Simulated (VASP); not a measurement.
# InP (zincblende type) (F-43m) in VASP: notebook, part 2 of 3

VASP 6.6.1. Earlier steps stand in the parts before.

## Step 4: Single point, PBEsol (volume scaled by 0.94)

The input, INCAR:

```
PREC = Accurate
ENCUT = 520
EDIFF = 1E-6
ISMEAR = -1
SIGMA = 0.1
LREAL = False
LASPH = True
NELM = 100
ALGO = Normal
ISIF = 2
LWAVE = False
LCHARG = True
GGA = PS
LELF = True
LVHAR = True
NBANDS = 16
```

The input, KPOINTS:

```
regular mesh
0
Gamma
  12 12 12
```

The input, POSCAR:

```
InP
1.0
    0.0000000000      2.8796515993      2.8796515993
    2.8796515993      0.0000000000      2.8796515993
    2.8796515993      2.8796515993      0.0000000000
In P
1 1
Direct
    0.0000000000      0.0000000000      0.0000000000
    0.2500000000      0.2500000000      0.2500000000
```

Potentials or basis: VASP PAW PBE potentials, release 64 (In_d, P).

Started as:

```
$ cat potpaw_PBE.64/In_d/POTCAR potpaw_PBE.64/P/POTCAR > POTCAR
$ mpirun -np 1 vasp_std > vasp.out
```

OUTCAR:

```text
PREC = Accurate
   ENCUT = 520
   EDIFF = 1E-6
   ISMEAR = -1
   LREAL = False
   LASPH = True
   NELM = 100
   ISIF = 2
   GGA = PS

 ion  position               nearest neighbor table
   1  0.000  0.000  0.000-   2 2.49   2 2.49   2 2.49   2 2.49
   2  0.250  0.250  0.250-   1 2.49   1 2.49   1 2.49   1 2.49

  LATTYP: Found a face centered cubic cell.
 ALAT       =     5.7593031986

  Lattice vectors:

 A1 = (   0.0000000000,   2.8796515993,   2.8796515993)
 A2 = (   2.8796515993,   0.0000000000,   2.8796515993)
 A3 = (   2.8796515993,   2.8796515993,   0.0000000000)

Analysis of symmetry for initial positions (statically):
=====================================================================
 Subroutine PRICEL returns:
 Original cell was already a primitive cell.

 Routine SETGRP: Setting up the symmetry group for a
 face centered cubic supercell.

 Subroutine GETGRP returns: Found 24 space group operations
 (whereof 24 operations were pure point group operations)
 out of a pool of 48 trial point group operations.

The static configuration has the point symmetry T_d .

Analysis of symmetry for dynamics (positions and initial velocities):
=====================================================================
 Subroutine PRICEL returns:
 Original cell was already a primitive cell.

 Routine SETGRP: Setting up the symmetry group for a
 face centered cubic supercell.

 Subroutine GETGRP returns: Found 24 space group operations
 (whereof 24 operations were pure point group operations)
 out of a pool of 48 trial point group operations.

The dynamic configuration has the point symmetry T_d .

 Subroutine INISYM returns: Found 24 space group operations
 (whereof 24 operations are pure point group operations),
 and found     1 'primitive' translations

----------------------------------------------------------------------------------------

                                     Primitive cell

  volume of cell :      47.7584

  direct lattice vectors                    reciprocal lattice vectors
     0.000000000  2.879651599  2.879651599    -0.173632116  0.173632116  0.173632116
     2.879651599  0.000000000  2.879651599     0.173632116 -0.173632116  0.173632116
     2.879651599  2.879651599  0.000000000     0.173632116  0.173632116 -0.173632116

  length of vectors
     4.072442347  4.072442347  4.072442347     0.300739646  0.300739646  0.300739646

  position of ions in fractional coordinates (direct lattice)
     0.000000000  0.000000000  0.000000000
     0.250000000  0.250000000  0.250000000

  ion indices of the primitive-cell ions
   primitive index   ion index
                 1           1
                 2           2

----------------------------------------------------------------------------------------

 KPOINTS: regular mesh

Automatic generation of k-mesh.
 Grid dimensions read from file:
 generate k-points for:   12   12   12

 Generating k-lattice:

  Cartesian coordinates                     Fractional coordinates (reciprocal lattice)
    -0.014469343  0.014469343  0.014469343     0.083333333  0.000000000  0.000000000
     0.014469343 -0.014469343  0.014469343     0.000000000  0.083333333  0.000000000
     0.014469343  0.014469343 -0.014469343     0.000000000  0.000000000  0.083333333

  Length of vectors
     0.025061637  0.025061637  0.025061637

  Shift w.r.t. Gamma in fractional coordinates (k-lattice)
     0.000000000  0.000000000  0.000000000

 Subroutine IBZKPT returns following result:
 ===========================================

 Found     72 irreducible k-points:

 Following reciprocal coordinates:
            Coordinates               Weight
  0.000000  0.000000  0.000000      1.000000
  0.083333  0.000000  0.000000      8.000000
  0.166667  0.000000  0.000000      8.000000
  0.250000  0.000000  0.000000      8.000000
  0.333333  0.000000  0.000000      8.000000
  0.416667  0.000000  0.000000      8.000000
[... 16 lines left out ...]
  0.500000  0.166667  0.000000     24.000000
 -0.416667  0.166667  0.000000     24.000000
 [... further k-points ...]
   k-points           NKPTS =     72   k-points in BZ     NKDIM =     72   number of bands    NBANDS=     16
   number of dos      NEDOS =    301   number of ions     NIONS =      2
   total plane-waves  NPLWV =  27000
   dimension x,y,z NGX =    30 NGY =   30 NGZ =   30
   dimension x,y,z NGXF=    60 NGYF=   60 NGZF=   60
   ions per type =               1   1
   NGX,Y,Z   is equivalent  to a cutoff of  12.25, 12.25, 12.25 a.u.
   NGXF,Y,Z  is equivalent  to a cutoff of  24.49, 24.49, 24.49 a.u.
 SYSTEM =  unknown system
   PREC   = accura    normal or accurate (medium, high low for compatibility)
   ISTART =      0    job   : 0-new  1-cont  2-samecut
   ICHARG =      2    charge: 1-file 2-atom 10-const
   ISPIN  =      1    spin polarized calculation?
   LNONCOLLINEAR =      F non collinear calculations
   LSORBIT =      F    spin-orbit coupling
   LASPH  =      T    aspherical Exc in radial PAW
   ENCUT  =  520.0 eV  38.22 Ry    6.18 a.u.   7.57  7.57  7.57*2*pi/ulx,y,z
   NELM   =    100;   NELMIN=  2; NELMDL= -5     # of ELM steps
   EDIFF  = 0.1E-05   stopping-criterion for ELM
   LREAL  =      F    real-space projection
   EDIFFG = 0.1E-04   stopping-criterion for IOM
   NSW    =      0    number of steps for IOM
   IBRION =     -1    ionic relax: 0-MD 1-quasi-New 2-CG
   NFREE  =      0    steps in history (QN), initial steepest desc. (CG)
   ISIF   =      2    stress and relaxation
   ISYM   =      2    0-nonsym 1-usesym 2-fastsym
   POTIM  = 0.5000    time-step for ionic-motion
   TEBEG  =    0.0;   TEEND  =   0.0 temperature during run
   PSTRESS=    0.0 pullay stress
   NELECT =      18.0000    total number of electrons
   NUPDOWN=      -1.0000    fix difference up-down
   EMIN   =  10.00;   EMAX   =-10.00  energy-range for DOS
   EFERMI =   0.00;   METHOD = LEGACY
   ISMEAR =    -1;   SIGMA  =   0.10  broadening in eV -4-tet -1-fermi 0-gaus
   EFERMI_NEDOS =   21; number of points for ismear=-14 and -15
   IALGO  =     38    algorithm
   IMIX   =      4    mixing-type and parameters
     AMIX     =   0.40;   BMIX     =  1.00
     AMIX_MAG =   1.60;   BMIX_MAG =  1.00
  volume/ion in A,a.u.               =      23.88       161.14
  Fermi-wavevector in a.u.,A,eV,Ry     =   1.182540  2.234676 19.026388  1.398400
  Thomas-Fermi vector in A             =   2.318792
   LORBIT       =      0    0 simple, 1 ext, 2 COOP (PROOUT), +10 PAW based schemes
   GGA     = PS    functional components
   LHFCALC =     F    Hartree Fock is set to
   AEXX    =    0.0000 exact exchange contribution
   IVDW    =     0    specifies the selected vdW correction
   LEPSILON=     F    determine dielectric tensor
   LRPA    =     F    only Hartree local field effects (RPA)
 non-spin polarized calculation
  energy-cutoff  :      520.00
  volume of cell :       47.76
 maximum number of plane-waves:      1304
   NGX = 15   NGY = 15   NGZ = 15

 number of electron      18.0000003 magnetization

 Free energy of the ion-electron system (eV)
  ---------------------------------------------------
  ext. energy  EPLUGINS =         0.00000000
  ---------------------------------------------------
  free energy    TOTEN  =        -9.11435908 eV

  energy without entropy =       -9.11429194  energy(sigma->0) =       -9.11432551

 E-fermi :   6.2708     XC(G=0):  -9.7128

 val. band max:        5.6852892380   @ k =   0.0000   0.0000   0.0000
 cond. band min:       6.5805891509   @ k =   0.0000   0.0000   0.0000
 fundamental gap:      0.8952999129
 Fermi energy:         6.2708193571

 k-point     1 :       0.0000    0.0000    0.0000
  band No.  band energies     occupation
      1      -8.5852      2.00000
      2      -8.5852      2.00000
      3      -8.5852      2.00000
      4      -8.4021      2.00000
      5      -8.4021      2.00000
      6      -6.2400      2.00000
[... 8 lines left out ...]
     15      15.1995      0.00000
     16      15.1995      0.00000

 k-point     2 :       0.0833    0.0000    0.0000
  band No.  band energies     occupation
      1      -8.5968      2.00000
      2      -8.5811      2.00000
      3      -8.5811      2.00000
      4      -8.4021      2.00000
      5      -8.4021      2.00000
      6      -6.1520      2.00000
[... 8 lines left out ...]
     15      14.7717      0.00000
     16      14.7717      0.00000
[... 387 lines left out ...]
      5      -8.3816      2.00000
      6      -4.1829      2.00000
[... 8 lines left out ...]
     15      16.4781      0.00000
     16      16.7556      0.00000

 k-point    24 :      -0.4167    0.1667    0.0000
  band No.  band energies     occupation
      1      -8.7423      2.00000
      2      -8.5300      2.00000
      3      -8.5183      2.00000
      4      -8.3993      2.00000
      5      -8.3890      2.00000
      6      -4.1150      2.00000
[... 8 lines left out ...]
     15      15.4405      0.00000
     16      16.4933      0.00000

 [... further k-points ...]
[... 5 lines left out ...]
  --------------------------------------------------------------------------------------
  -------------------------------------------------------------------------------------
  Total        1.3999279      1.3999279      1.3999279      0.0000000      0.0000000     -0.0000000
  in kB       46.9641434     46.9641434     46.9641434      0.0000000      0.0000000     -0.0000000
  external PRESSURE =      46.9641434 kB  Pullay stress =       0.0000000 kB

 VOLUME and BASIS-vectors are now :
 -----------------------------------------------------------------------------
  energy-cutoff  :      520.00
  volume of cell :       47.76
      direct lattice vectors                 reciprocal lattice vectors
     0.000000000  2.879651599  2.879651599    -0.173632116  0.173632116  0.173632116
     2.879651599  0.000000000  2.879651599     0.173632116 -0.173632116  0.173632116
     2.879651599  2.879651599  0.000000000     0.173632116  0.173632116 -0.173632116

 POSITION                                       TOTAL-FORCE (eV/Angst)
 -----------------------------------------------------------------------------------
      0.00000      0.00000      0.00000         0.000000      0.000000      0.000000
      1.43983      1.43983      1.43983        -0.000000     -0.000000     -0.000000
 -----------------------------------------------------------------------------------
    total drift:                               -0.000000     -0.000000     -0.000000

  FREE ENERGIE OF THE ION-ELECTRON SYSTEM (eV)
  ---------------------------------------------------
  free  energy   TOTEN  =        -9.1143590776 eV

  energy  without entropy=       -9.1142919391  energy(sigma->0) =       -9.11432551
```

OSZICAR:

```text
N       E                     dE             d eps       ncg     rms          rms(c)
DAV:   1     0.113946466761E+03    0.11395E+03   -0.84369E+03  2312   0.128E+03
DAV:   2    -0.198844816155E+01   -0.11593E+03   -0.11068E+03  2560   0.304E+02
DAV:   3    -0.934351669395E+01   -0.73551E+01   -0.73208E+01  2976   0.753E+01
DAV:   4    -0.953851223974E+01   -0.19500E+00   -0.19492E+00  3024   0.131E+01
DAV:   5    -0.954665102282E+01   -0.81388E-02   -0.81386E-02  3312   0.229E+00    0.600E+00
DAV:   6    -0.915755760616E+01    0.38909E+00   -0.57906E-01  3720   0.142E+01    0.350E+00
DAV:   7    -0.911697804353E+01    0.40580E-01   -0.15479E-01  3432   0.376E+00    0.117E+00
DAV:   8    -0.911411969431E+01    0.28583E-02   -0.16803E-02  2856   0.153E+00    0.388E-01
DAV:   9    -0.911427086686E+01   -0.15117E-03   -0.12083E-03  3048   0.363E-01    0.169E-01
DAV:  10    -0.911433434137E+01   -0.63475E-04   -0.20293E-04  3464   0.212E-01    0.106E-01
DAV:  11    -0.911436009931E+01   -0.25758E-04   -0.56481E-05  2840   0.927E-02    0.463E-02
DAV:  12    -0.911435900533E+01    0.10940E-05   -0.65810E-06  2752   0.221E-02    0.103E-02
DAV:  13    -0.911435907756E+01   -0.72222E-07   -0.85439E-07  2296   0.465E-03
   1 F= -.91143591E+01 E0= -.91143255E+01  d E =-.671385E-04
```

stdout:

```text
POSCAR found type information on POSCAR InP
 POSCAR found :  2 types and       2 ions
 scaLAPACK will be used
 -----------------------------------------------------------------------------
|                                                                             |
|                                                                             |
|     You enforced a specific xc type in the INCAR file but a different       |
|     I HOPE YOU KNOW WHAT YOU ARE DOING!                                     |
|                                                                             |
 -----------------------------------------------------------------------------

 LDA part: xc-table for (Slater+PW92), standard interpolation
 POSCAR, INCAR and KPOINTS ok, starting setup
 FFT: planning ... GRIDC
 FFT: planning ... GRID_SOFT
 FFT: planning ... GRID
 WAVECAR not read
 entering main loop
```

Run time: 26 s. Hardware: 1 thread of Intel Xeon 6975P-C (Granite Rapids), shared host; peak memory 0.2 GiB.

What came out:

```
Free energy            : -9.1144 eV
Pressure               : 4.7 GPa
Band gap on the k mesh : 0.90 eV, direct
```

Levels at points of the mesh, in eV from the valence-band top:
```csv
k point,band 6,band 7,band 8,band 9,band 10,band 11,band 12,band 13
"(0.00, 0.00, 0.00)",-11.93,0.00,0.00,0.00,0.90,4.01,4.01,4.01
"(0.50, 0.00, 0.00)",-9.99,-6.09,-1.07,-1.07,1.52,4.74,4.74,7.03
"(0.50, 0.50, 0.00)",-9.27,-6.06,-2.54,-2.54,1.54,2.15,9.43,9.88
```

Caveat: the PAW data sets were made with another functional, which shifts forces and pressure a little; spin-orbit coupling is left out, which moves the levels of the heavy elements.

(Part 2 of 3 ends here.)
